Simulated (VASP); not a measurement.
# SrO (Pmn2_1) in VASP: a series of runs, part 2 of 2

VASP 6.6.1. Earlier steps stand in the parts before.

### 3 Relaxation of cell and atoms, PBE

The input, INCAR:

```
SYSTEM = SrO
PREC = Accurate ; ENCUT = 600
EDIFF = 1E-6 ; ISMEAR = 0
SIGMA = 0.1 ; LREAL = .False.
LASPH = .True. ; NELM = 80
ALGO = Normal ; ISIF = 3
LWAVE = .False. ; LCHARG = .False.
GGA = PE ; IBRION = 2
NSW = 90 ; EDIFFG = -0.04
```

The input, KPOINTS:

```
Automatic mesh
0
Gamma
  4 4 4
  0 0 0
```

The input, POSCAR:

```
SrO
1.0
    4.1146370000      0.0000000000      0.0000000000
    0.0000000000      6.3302107700      0.0000000000
    0.0000000000      0.0000000000      6.3302107700
Sr O
2 2
Direct
    0.0000000000      0.7500000000      0.0000000000
    0.5000000000      0.2500000000      0.5000000000
    0.0000000000      0.4450000000      0.3050000000
    0.5000000000      0.5550000000      0.8050000000
```

Potentials or basis: VASP PAW PBE potentials, release 64 (Sr_sv, O).

Launch:

```
$ cat potpaw_PBE.64/Sr_sv/POTCAR potpaw_PBE.64/O/POTCAR > POTCAR
$ mpirun -np 1 vasp_std > vasp.out
```

OUTCAR:

```text
SYSTEM = SrO
   PREC = Accurate
   ENCUT = 600
   EDIFF = 1E-6
   ISMEAR = 0
   LREAL = .False.
   LASPH = .True.
   NELM = 80
   ISIF = 3
   GGA = PE
   IBRION = 2
   NSW = 90
   EDIFFG = -0.04

 ion  position               nearest neighbor table
   1  0.000  0.750  0.000-   4 2.70   4 2.70   3 2.73   2 4.93   2 4.93   2 4.93   2 4.93   2 4.93
                             2 4.93   2 4.93   2 4.93
   2  0.500  0.250  0.500-   3 2.70   3 2.70   4 2.73   1 4.93   1 4.93   1 4.93   1 4.93   1 4.93
                             1 4.93   1 4.93   1 4.93
   3  0.000  0.445  0.305-   2 2.70   2 2.70   1 2.73
   4  0.500  0.555  0.805-   1 2.70   1 2.70   2 2.73

  LATTYP: Found a simple tetragonal cell.
 ALAT       =     6.3302107700
 C/A-ratio  =     0.6499999999

  Lattice vectors:

 A1 = (   0.0000000000,   6.3302107700,   0.0000000000)
 A2 = (   0.0000000000,   0.0000000000,   6.3302107700)
 A3 = (   4.1146370000,   0.0000000000,   0.0000000000)

Analysis of symmetry for initial positions (statically):
=====================================================================
 Subroutine PRICEL returns:
 Original cell was already a primitive cell.

 Routine SETGRP: Setting up the symmetry group for a
[... 169 lines left out ...]

 Free energy of the ion-electron system (eV)
  ---------------------------------------------------
  ext. energy  EPLUGINS =         0.00000000
  ---------------------------------------------------
  free energy    TOTEN  =       -18.44744983 eV

  energy without entropy =      -18.44221052  energy(sigma->0) =      -18.44483017

------------------------ aborting loop because EDIFF is reached ----------------------------------------

  FORCE on cell =-STRESS in cart. coord.  units (eV):
  Direction    XX          YY          ZZ          XY          YZ          ZX
  --------------------------------------------------------------------------------------
  -------------------------------------------------------------------------------------
  Total       -5.9837068    -12.8950172     -6.2124354      0.0000000      0.0000000      0.0000000
  in kB      -58.1450865   -125.3039149    -60.3676960      0.0000000      0.0000000      0.0000000
  external PRESSURE =     -81.2722325 kB  Pullay stress =       0.0000000 kB
[... 1218 lines left out ...]
     19       7.0148      0.00000
     20       7.0148      0.00000

 [... further k-points ...]

[... ionic steps 4 to 40 ...]

--------------------------------------- Ionic step       41  -------------------------------------------

 number of electron      32.0000001 magnetization

------------------------ aborting loop because EDIFF is reached ----------------------------------------
[... 71 lines left out ...]
--------------------------------------- Ionic step       43  -------------------------------------------

 number of electron      32.0000002 magnetization

 Free energy of the ion-electron system (eV)
  ---------------------------------------------------
  ext. energy  EPLUGINS =         0.00000000
  ---------------------------------------------------
  free energy    TOTEN  =       -23.56674989 eV

  energy without entropy =      -23.56674989  energy(sigma->0) =      -23.56674989

 E-fermi :   0.6551     XC(G=0):  -8.5317

 val. band max:        0.2109288899   @ k =   0.5000   0.5000   0.5000
 cond. band min:       2.6665091315   @ k =   0.0000   0.0000   0.0000
 fundamental gap:      2.4555802416
 Fermi energy:         0.6551276806
[... 583 lines left out ...]
  FREE ENERGIE OF THE ION-ELECTRON SYSTEM (eV)
  ---------------------------------------------------
  free  energy   TOTEN  =       -23.5667498922 eV

  energy  without entropy=      -23.5667498922  energy(sigma->0) =      -23.56674989

 reached required accuracy - stopping structural energy minimisation
```

OSZICAR:

```text
N       E                     dE             d eps       ncg     rms          rms(c)
DAV:   1     0.244979249045E+03    0.24498E+03   -0.15837E+04  1080   0.151E+03
DAV:   2     0.445506254798E+01   -0.24052E+03   -0.22833E+03  1296   0.319E+02
DAV:   3    -0.270920979443E+02   -0.31547E+02   -0.31334E+02  1816   0.104E+02
DAV:   4    -0.280213116858E+02   -0.92921E+00   -0.92763E+00  1320   0.186E+01
[... 471 lines left out ...]
DAV:   2    -0.235677545876E+02    0.21082E-02   -0.58458E-03  1260   0.556E-01    0.232E-01
DAV:   3    -0.235668280532E+02    0.92653E-03   -0.11684E-03  1276   0.299E-01    0.116E-01
DAV:   4    -0.235667458618E+02    0.82191E-04   -0.26960E-04  1352   0.128E-01    0.450E-02
DAV:   5    -0.235667497081E+02   -0.38464E-05   -0.24112E-05  1596   0.315E-02    0.199E-02
DAV:   6    -0.235667498922E+02   -0.18406E-06   -0.30025E-06  1000   0.143E-02
  43 F= -.23566750E+02 E0= -.23566750E+02  d E =-.983257E-03
```

CONTCAR:

```text
SrO
   1.00000000000000
     3.9854255930766951    0.0000000000000000    0.0000000000000000
     0.0000000000000000    4.0172086805226712    0.0000000000000000
     0.0000000000000000    0.0000000000000000    5.5614362754425635
  Sr              O
     2     2
Direct
     0.0000000000000000    0.7492804889613833    0.0284513480188885
     0.5000000000000000    0.2507195110386166    0.5284513480188882
     0.0000000000000000    0.2512557948185576    0.2765486519811113
     0.5000000000000000    0.7487442051814421    0.7765486519811116

  0.00000000E+00  0.00000000E+00  0.00000000E+00
  0.00000000E+00  0.00000000E+00  0.00000000E+00
  0.00000000E+00  0.00000000E+00  0.00000000E+00
  0.00000000E+00  0.00000000E+00  0.00000000E+00
```

Run time: 24 min. Hardware: 1 thread of Intel Xeon Platinum 8559C (Emerald Rapids), shared host; peak memory 0.38 GiB.

What came out:

| Property | Result |
| --- | --- |
| Free energy | -23.5667 eV |
| Relaxed volume | 22.26 Å³/atom |
| Relaxed cell | a = 3.985 Å, b = 4.017 Å, c = 5.561 Å, α = 90.00°, β = 90.00°, γ = 90.00° |
| Space group after relaxing (to 0.05 Å) | I-4m2 (No. 119) |
| Energy gained by relaxing | 1279.8 meV/atom |
| Ionic steps | 43 |
| Pressure after relaxing | 0.0 GPa |
| Largest force after relaxing | 0.039 eV/Å |
| Band gap on the k mesh | 2.46 eV, indirect (least direct gap 2.48 eV) |

Forces on the atoms (eV/Å):
```
Sr   0.000  0.037 -0.014
Sr   0.000 -0.037 -0.014
O    0.000 -0.031  0.014
O    0.000  0.031  0.014
```

Stress tensor (GPa, compression positive):
```
 0.03  0.00  0.00
 0.00 -0.18  0.00
 0.00  0.00  0.12
```

The path:
| step | energy change (eV) | largest force (eV/Å) | pressure (GPa) | volume (Å³) |
| --- | --- | --- | --- | --- |
| 1 | 0.0000 | 3.5190 | -8.13 | 164.88 |
| 3 | -3.4247 | 0.3209 | 1.91 | 108.82 |
| 5 | -3.8592 | 0.8114 | -1.74 | 112.68 |
| 7 | -4.0731 | 0.3995 | -1.61 | 105.51 |
| 9 | -4.1305 | 0.7720 | 1.43 | 98.54 |
| 11 | -4.2918 | 0.8443 | 1.85 | 93.62 |
| 13 | -4.3366 | 0.8243 | 12.45 | 73.06 |
| 15 | -4.6136 | 0.7924 | 7.15 | 77.93 |
| 17 | -4.6734 | 0.3934 | 6.14 | 77.89 |
| 19 | -4.8144 | 0.2646 | 1.33 | 82.93 |
| 21 | -4.8270 | 0.2915 | -0.56 | 85.48 |
| 23 | -4.8379 | 0.2929 | -0.33 | 85.30 |
| 25 | -4.9012 | 0.3332 | 0.05 | 85.97 |
| 27 | -4.9510 | 0.3729 | 0.11 | 87.22 |
| 29 | -4.9861 | 0.2597 | -2.75 | 93.62 |
| 31 | -5.0572 | 0.2362 | -1.03 | 90.22 |
| 33 | -5.0957 | 0.1089 | 0.10 | 88.54 |
| 35 | -5.1058 | 0.1140 | -0.09 | 88.89 |
| 37 | -5.1136 | 0.0659 | 0.29 | 88.48 |
| 39 | -5.1161 | 0.0733 | -0.01 | 88.96 |
| 41 | -5.1174 | 0.0426 | -0.07 | 89.08 |
| 43 | -5.1193 | 0.0393 | -0.01 | 89.04 |

Final structure:
```
Sr O
1.0
     3.98543    0.00000    0.00000
     0.00000    4.01721    0.00000
     0.00000    0.00000    5.56144
Sr O
2 2
Cartesian
  0.0000 3.0100 0.1582
  1.9927 1.0072 2.9389
  0.0000 1.0093 1.5380
  1.9927 3.0079 4.3187
```

Caveat: the volume moved by over 15 % at a fixed basis, so the end points are rough. A hybrid or GW would open this gap; PBE tends to underestimate it.
